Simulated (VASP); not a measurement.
# Os (P6_3/mmc) in VASP: notebook

Runs on Os. Level: r2SCAN. Tasks: single point, relaxation of cell and atoms.

Everything below comes from runs of VASP 6.6.1. Logs are shortened: lines on timing, memory, paths and dates and some standing lists are left out, and cuts for length are marked.

## 1. The cell of the first run

It takes space group P6_3/mmc (No. 194, hexagonal). The conventional cell has a = 2.787 Å, b = 2.787 Å, c = 8.989 Å, α = 90.00°, β = 90.00°, γ = 120.00°. Within 3.6 Å of Os (site symmetry -3m) lie 12 Os at 2.76 to 2.79 Å. Within 3.6 Å of Os (site symmetry -6m2) lie 12 Os at 2.76 to 2.79 Å.

## 2. Single point, r2SCAN

POSCAR reads:

```
Os
1.0
    2.7869721885      0.0000000000      0.0000000000
   -1.3934860942      2.4135887149      0.0000000000
    0.0000000000      0.0000000000      8.9885353806
Os
4
Direct
    0.0000000000      0.0000000000      0.0000000000
    0.0000000000      0.0000000000      0.5000000000
    0.3333333333      0.6666666667      0.7500000000
    0.6666666667      0.3333333333      0.2500000000
```

INCAR.step1 reads:

```
SYSTEM = Os
PREC = Accurate
ENCUT = 520
ISMEAR = 0
SIGMA = 0.1
LREAL = .FALSE.
LASPH = .TRUE.
NELM = 80
NBANDS = 24
GGA = PE
ALGO = Normal
EDIFF = 1E-4
LWAVE = .TRUE.
LCHARG = .FALSE.
```

INCAR.step2 reads:

```
SYSTEM = Os
PREC = Accurate
ENCUT = 520
EDIFF = 1E-6
ISMEAR = 0
SIGMA = 0.1
LREAL = .FALSE.
LASPH = .TRUE.
NELM = 80
ALGO = Normal
ISIF = 2
LWAVE = .FALSE.
LCHARG = .FALSE.
METAGGA = R2SCAN
LMIXTAU = .TRUE.
NBANDS = 24
ISTART = 1
```

KPOINTS reads:

```
regular mesh
0
G
  9 9 2
  0 0 0
```

Potentials or basis: VASP PAW PBE potentials, release 64 (Os).

Run with:

```console
> cat potpaw_PBE.64/Os/POTCAR > POTCAR
> cp INCAR.step1 INCAR
> mpirun -np 1 vasp_std > vasp.out
> cp INCAR.step2 INCAR
> mpirun -np 1 vasp_std > vasp.out
```

OUTCAR:

```text
SYSTEM = Os
   PREC = Accurate
   ENCUT = 520
   EDIFF = 1E-6
   ISMEAR = 0
   LREAL = .FALSE.
   LASPH = .TRUE.
   NELM = 80
   ISIF = 2
   METAGGA = R2SCAN
   ISTART = 1

 ion  position               nearest neighbor table
   1  0.000  0.000  0.000-   3 2.76   4 2.76   3 2.76   4 2.76   4 2.76   3 2.76
   2  0.000  0.000  0.500-   3 2.76   4 2.76   3 2.76   4 2.76   4 2.76   3 2.76
   3  0.333  0.667  0.750-   1 2.76   2 2.76   1 2.76   2 2.76   1 2.76   2 2.76
   4  0.667  0.333  0.250-   1 2.76   2 2.76   1 2.76   2 2.76   1 2.76   2 2.76

  LATTYP: Found a hexagonal cell.
 ALAT       =     2.7869721885
 C/A-ratio  =     3.2251973729

  Lattice vectors:

 A1 = (   2.7869721885,   0.0000000000,   0.0000000000)
 A2 = (  -1.3934860942,   2.4135887149,   0.0000000000)
 A3 = (   0.0000000000,   0.0000000000,   8.9885353806)

Analysis of symmetry for initial positions (statically):
=====================================================================
 Subroutine PRICEL returns:
 Original cell was already a primitive cell.

 Routine SETGRP: Setting up the symmetry group for a
 hexagonal supercell.

 Subroutine GETGRP returns: Found 24 space group operations
 (whereof 12 operations were pure point group operations)
 out of a pool of 24 trial point group operations.

The static configuration has the point symmetry D_3d.
 The point group associated with its full space group is D_6h.

Analysis of symmetry for dynamics (positions and initial velocities):
=====================================================================
 Subroutine PRICEL returns:
 Original cell was already a primitive cell.

 Routine SETGRP: Setting up the symmetry group for a
 hexagonal supercell.

 Subroutine GETGRP returns: Found 24 space group operations
 (whereof 12 operations were pure point group operations)
 out of a pool of 24 trial point group operations.

The dynamic configuration has the point symmetry D_3d.
 The point group associated with its full space group is D_6h.

 Subroutine INISYM returns: Found 24 space group operations
 (whereof 12 operations are pure point group operations),
 and found     1 'primitive' translations

----------------------------------------------------------------------------------------

                                     Primitive cell

  volume of cell :      60.4623

[... 90 lines left out ...]
   NELM   =     80;   NELMIN=  2; NELMDL=  0     # of ELM steps
   EDIFF  = 0.1E-05   stopping-criterion for ELM
   LREAL  =      F    real-space projection
   EDIFFG = 0.1E-04   stopping-criterion for IOM
   NSW    =      0    number of steps for IOM
   IBRION =     -1    ionic relax: 0-MD 1-quasi-New 2-CG
   NFREE  =      0    steps in history (QN), initial steepest desc. (CG)
   ISIF   =      2    stress and relaxation
   ISYM   =      2    0-nonsym 1-usesym 2-fastsym
   POTIM  = 0.5000    time-step for ionic-motion
   TEBEG  =    0.0;   TEEND  =   0.0 temperature during run
   PSTRESS=    0.0 pullay stress
   NELECT =      32.0000    total number of electrons
   NUPDOWN=      -1.0000    fix difference up-down
   EMIN   =  10.00;   EMAX   =-10.00  energy-range for DOS
   EFERMI =   0.00;   METHOD = LEGACY
   ISMEAR =     0;   SIGMA  =   0.10  broadening in eV -4-tet -1-fermi 0-gaus
   EFERMI_NEDOS =   21; number of points for ismear=-14 and -15
   IALGO  =     38    algorithm
   IMIX   =      4    mixing-type and parameters
     AMIX     =   0.40;   BMIX     =  1.00
     AMIX_MAG =   1.60;   BMIX_MAG =  1.00
  volume/ion in A,a.u.               =      15.12       102.00
  Fermi-wavevector in a.u.,A,eV,Ry     =   1.324229  2.502431 23.858951  1.753583
  Thomas-Fermi vector in A             =   2.453779
   LORBIT       =      0    0 simple, 1 ext, 2 COOP (PROOUT), +10 PAW based schemes
   METAGGA = R2SCAN    functional components
   LHFCALC =     F    Hartree Fock is set to
   AEXX    =    0.0000 exact exchange contribution
   IVDW    =     0    specifies the selected vdW correction
   LEPSILON=     F    determine dielectric tensor
   LRPA    =     F    only Hartree local field effects (RPA)
 non-spin polarized calculation
 Gauss-broadening in eV      SIGMA  =   0.10
  energy-cutoff  :      520.00
  volume of cell :       60.46
 maximum number of plane-waves:      1645
 NGX is ok and might be reduce to    24
   NGX = 11   NGY = 11   NGZ = 33

 number of electron      31.9999999 magnetization

 Free energy of the ion-electron system (eV)
  ---------------------------------------------------
  ext. energy  EPLUGINS =         0.00000000
  ---------------------------------------------------
  free energy    TOTEN  =      -211.31089760 eV

  energy without entropy =     -211.29490009  energy(sigma->0) =     -211.30289884

 E-fermi :   8.1214     XC(G=0): -14.8795

 val. band max:        8.0529011610   @ k =   0.3333   0.2222   0.5000
 cond. band min:       8.1441543737   @ k =   0.0000   0.0000   0.0000
 fundamental gap:      0.0912532128
 Fermi energy:         8.1213596724

 k-point     1 :       0.0000    0.0000    0.0000
  band No.  band energies     occupation
      1      -2.5938      2.00000
      2      -0.2790      2.00000
      3      -0.2668      2.00000
      4       0.6902      2.00000
      5       4.6274      2.00000
      6       4.6692      2.00000
[... 637 lines left out ...]
     23      15.1370      0.00000
     24      15.1370      0.00000

------------------------ aborting loop because EDIFF is reached ----------------------------------------

  FORCE on cell =-STRESS in cart. coord.  units (eV):
  Direction    XX          YY          ZZ          XY          YZ          ZX
  --------------------------------------------------------------------------------------
  -------------------------------------------------------------------------------------
  Total       -9.8437928     -9.8437928     -9.4215361     -0.0000000      0.0000000      0.0000000
  in kB     -260.8484206   -260.8484206   -249.6591367     -0.0000000      0.0000000      0.0000000
  external PRESSURE =    -257.1186593 kB  Pullay stress =       0.0000000 kB

 VOLUME and BASIS-vectors are now :
 -----------------------------------------------------------------------------
  energy-cutoff  :      520.00
  volume of cell :       60.46
      direct lattice vectors                 reciprocal lattice vectors
     2.786972189  0.000000000  0.000000000     0.358812336  0.207160398  0.000000000
    -1.393486094  2.413588715  0.000000000     0.000000000  0.414320797  0.000000000
     0.000000000  0.000000000  8.988535381     0.000000000  0.000000000  0.111252830

 POSITION                                       TOTAL-FORCE (eV/Angst)
 -----------------------------------------------------------------------------------
      0.00000      0.00000      0.00000        -0.000000      0.000000     -0.000000
      0.00000      0.00000      4.49427        -0.000000      0.000000     -0.000000
     -0.00000      1.60906      6.74140        -0.000000     -0.000000     -0.000000
      1.39349      0.80453      2.24713         0.000000      0.000000      0.000000
 -----------------------------------------------------------------------------------
    total drift:                                0.000000     -0.000000     -0.000000

  FREE ENERGIE OF THE ION-ELECTRON SYSTEM (eV)
  ---------------------------------------------------
  free  energy   TOTEN  =      -211.3108975991 eV

  energy  without entropy=     -211.2949000908  energy(sigma->0) =     -211.30289884
```

OUTCAR.step1:

```text
SYSTEM = Os
   PREC = Accurate
   ENCUT = 520
   ISMEAR = 0
   LREAL = .FALSE.
   LASPH = .TRUE.
   NELM = 80
[... 876 lines left out ...]
      0.00000      0.00000      4.49427         0.000000      0.000000      0.000000
     -0.00000      1.60906      6.74140         0.000000      0.000000      0.000000
      1.39349      0.80453      2.24713        -0.000000     -0.000000     -0.000000
 -----------------------------------------------------------------------------------
    total drift:                                0.000000     -0.000000     -0.000000

  FREE ENERGIE OF THE ION-ELECTRON SYSTEM (eV)
  ---------------------------------------------------
  free  energy   TOTEN  =       -44.4749107368 eV

  energy  without entropy=      -44.4576156192  energy(sigma->0) =      -44.46626318
```

Wall time 2.6 min (1 thread of Oxide Virtual Turin-like, shared host); peak memory 0.17 GiB.

What came out:

- Free energy: -211.3109 eV
- Pressure: -25.7 GPa
- Band gap on the k mesh: zero (bands 16 and 17 overlap by 2.99 eV)

Levels at points of the mesh, in eV from the Fermi level:
| k point | band 14 | band 15 | band 16 | band 17 | band 18 | band 19 |
| --- | --- | --- | --- | --- | --- | --- |
| (0.00, 0.00, 0.00) | -2.32 | -2.32 | -0.80 | -0.80 | -0.18 | 0.02 |
| (0.00, 0.00, 0.50) | -2.65 | -1.99 | -1.99 | -0.33 | -0.33 | -0.33 |

Caveat: the cell stands under tension; the PAW data sets were made with another functional, which shifts forces and pressure a little; spin-orbit coupling is left out, which moves the levels of the heavy elements.

## 3. Relaxation of cell and atoms, r2SCAN

POSCAR is that of step 2.

INCAR.step1 reads:

```
PREC = Accurate
ENCUT = 600
ISMEAR = 0
SIGMA = 0.1
LREAL = False
LASPH = True
NELM = 100
GGA = PE
ALGO = Normal
EDIFF = 1E-4
LWAVE = True
LCHARG = False
```

INCAR.step2 reads:

```
PREC = Accurate
ENCUT = 600
EDIFF = 1E-7
ISMEAR = 0
SIGMA = 0.1
LREAL = False
LASPH = True
NELM = 100
ALGO = Normal
ISIF = 3
LWAVE = False
LCHARG = False
METAGGA = R2SCAN
LMIXTAU = True
IBRION = 2
NSW = 90
EDIFFG = -0.04
ISTART = 1
```

KPOINTS reads:

```
regular mesh
0
Gamma
  9 9 2
```

Potentials or basis: VASP PAW PBE potentials, release 64 (Os).

Run with:

```console
> cat potpaw_PBE.64/Os/POTCAR > POTCAR
> cp INCAR.step1 INCAR
> mpirun -np 1 vasp_std > vasp.out
> cp INCAR.step2 INCAR
> mpirun -np 1 vasp_std > vasp.out
```

It took 27 min on 1 thread of Oxide Virtual Turin-like, shared host; peak memory 0.2 GiB.

It converged, with:

```yaml
Free_energy: -211.6661 eV
Relaxed_volume: 14.08 Å³/atom
Relaxed_cell: a = 2.719 Å, b = 2.719 Å, c = 8.801 Å, α = 90.00°, β = 90.00°, γ = 120.00°
Space_group_after_relaxing_to_0.1_Å: P6_3/mmc (No. 194)
Pressure_after_relaxing: 0.0 GPa
```

Final structure:
```
Os
1.0
     2.71869    0.00000    0.00000
    -1.35935    2.35446    0.00000
     0.00000    0.00000    8.80080
Os
4
Direct
  0.00000 0.00000 0.00000
  0.00000 0.00000 0.50000
  0.33333 0.66667 0.75000
  0.66667 0.33333 0.25000
```

Levels at points of the mesh, in eV from the Fermi level:
```
           k point  band 12  band 13  band 14  band 15  band 16  band 17  band 18  band 19  band 20
(0.00, 0.00, 0.00)    -2.74    -2.74    -2.57    -2.57    -0.85    -0.85    -0.26     0.05     0.05
(0.00, 0.00, 0.50)    -2.92    -2.92    -2.92    -2.15    -2.15    -0.34    -0.34    -0.34    -0.34
```

Caveat: the highest band is partly filled, so the run has too few bands; the PAW data sets were made with another functional, which shifts forces and pressure a little; spin-orbit coupling is left out, which moves the levels of the heavy elements.

The gap in the log of VASP goes by the Fermi energy; the results here count the filled bands.